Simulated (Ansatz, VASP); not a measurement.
Sn: VASP beside Ansatz

```
Sn
1.0
    -2.90040    2.90040    1.57769
     2.90040   -2.90040    1.57769
     2.90040    2.90040   -1.57769
Sn
2
Direct
  0.75000 0.25000 0.50000
  0.00000 0.00000 0.00000
```

Change from the starting cell: functional pbesol, volume scaled by 0.96.

Alike in both runs: task single point; functional PBEsol; k mesh 12 × 12 × 12; occupations fermi-dirac, width 0.05 eV; no spin polarisation.

```csv
,VASP,Ansatz
version,VASP 6.6.1,Ansatz 0.2.0
potentials or method,"VASP PAW PBE potentials, release 64 (Sn_d), cutoff 520 eV","all-electron LAPW, scalar-relativistic"
```

VASP gave:

* pressure (GPa): 0.6
* traceless stress, the component that is largest in VASP (GPa): -0.15

Problem. Estimate Ansatz's values.

Solution. Pressure (GPa): 0.7; traceless stress, the component that is largest in VASP (GPa): -0.17.

VASP's potentials were made for PBE, not for PBEsol. Ansatz ran all-electron here, and VASP with PAW potentials.
